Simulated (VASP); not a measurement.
Wanted: the native input for a VASP 6.6.1 run.

| Property | Result |
| --- | --- |
| Task | relaxation of cell and atoms |
| Functional | PBEsol |
| Potentials or basis | VASP PAW PBE potentials, release 64 (Se) |
| Cutoff | 600 eV |
| k mesh | 19 × 19 × 17 |
| Occupations | fermi-dirac, width 0.08 eV |
| Spin | no spin polarisation |
| Target pressure | 290 GPa |
| Dipole correction | no |
| Further INCAR settings | ALGO = Normal; EDIFF = 1e-06; IBRION = 2; EDIFFG = -0.005; NSW = 32; ISIF = 3 |

The structure of Se lies in POSCAR:

```
Se
1.0
    2.2921102883      0.0000000000      0.0000000000
   -1.1460551442      1.9850257380      0.0000000000
    0.0000000000      0.0000000000      2.1400728761
Se
1
Direct
    0.0000000000      0.0000000000      0.0000000000
```

This isn't the form of Se at room conditions, which is trigonal, of chains.

One way to write it, as run:

INCAR

```
SYSTEM = Se
ALGO = Normal ; EDIFF = 1E-6
EDIFFG = -0.005 ; ENCUT = 600
GGA = PS ; IBRION = 2
ISIF = 3 ; ISMEAR = -1
LASPH = .TRUE. ; LCHARG = .FALSE.
LREAL = .FALSE. ; LWAVE = .FALSE.
NELM = 100 ; NSW = 32
PREC = Accurate ; PSTRESS = 2900.0
SIGMA = 0.08
```

KPOINTS

```
k-points
0
G
  19 19 17
  0 0 0
```

Potentials or basis: VASP PAW PBE potentials, release 64 (Se).

Command:

```console
$ cat potpaw_PBE.64/Se/POTCAR > POTCAR
$ mpirun -np 1 vasp_std > vasp.out
```

Results of the run:

| Item | Value |
| --- | --- |
| Relaxed volume | 9.81 Å³/atom |
| Relaxed cell | a = 2.297 Å, b = 2.297 Å, c = 2.145 Å, α = 90.00°, β = 90.00°, γ = 120.00° |
| Space group after relaxing (to 0.1 Å) | P6/mmm (No. 191) |
| Energy change on relaxing (the run minimises the enthalpy) | -125.7 meV/atom |
| Ionic steps | 9 |
| Pressure after relaxing | 290.0 GPa |
| Band gap on the k mesh | zero (bands 3 and 4 overlap by 18.83 eV) |

Caveat: the cell is relaxed towards a set pressure, so the run minimises the enthalpy, not the energy; the PAW data sets were made with another functional, which shifts forces and pressure a little.

Run time: 97 s on 1 thread of Intel Xeon 8259CL (shared host), peak memory 0.15 GiB.
